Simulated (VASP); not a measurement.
Wanted: the native input for a VASP 6.6.1 run.

| Property | Result |
| --- | --- |
| Task | single point |
| Functional | PBEsol |
| Potentials or basis | VASP PAW PBE potentials, release 64 (Na_pv, Cl) |
| Cutoff | 500 eV |
| k mesh | 2 × 2 × 2 |
| Occupations | gaussian, width 0.1 eV |
| Spin | no spin polarisation |
| Dipole correction | no |
| Further INCAR settings | ALGO = Normal; EDIFF = 1e-06; NBANDS = 14 |

The structure of NaCl lies in POSCAR:

```
NaCl
1.0
    3.5021900000      0.0000000000      0.0000000000
    0.0000000000      3.5021900000      0.0000000000
    0.0000000000      0.0000000000      3.5021900000
Na Cl
1 1
Direct
    0.0000000000      0.0000000000      0.0000000000
    0.5000000000      0.5000000000      0.5000000000
```

One way to write it, as run:

INCAR

```
ALGO = Normal ; EDIFF = 1E-6
ENCUT = 500 ; GGA = PS
GGA_COMPAT = False ; ISIF = 2
ISMEAR = 0 ; LASPH = True
LCHARG = True ; LELF = True
LREAL = False ; LVHAR = True
LWAVE = False ; NBANDS = 14
NELM = 120 ; PREC = Accurate
SIGMA = 0.1
```

KPOINTS

```
k-points
0
Gamma
  2 2 2
```

Potentials or basis: VASP PAW PBE potentials, release 64 (Na_pv, Cl).

The run is started by

```console
$ cat potpaw_PBE.64/Na_pv/POTCAR potpaw_PBE.64/Cl/POTCAR > POTCAR
$ mpirun -np 1 vasp_std > vasp.out
```

It gave:

```
Pressure               : 2.7 GPa
Band gap on the k mesh : 3.65 eV, indirect (least direct gap 4.16 eV)
```

Caveat: the k points lie up to 0.90 Å⁻¹ apart; the PAW data sets were made with another functional, which shifts forces and pressure a little.

It took 2.2 s on 1 thread of Intel(R) Xeon(R) Platinum 8481C CPU @ 2.70GHz (Sapphire Rapids), on a shared host, peak memory 0.14 GiB.
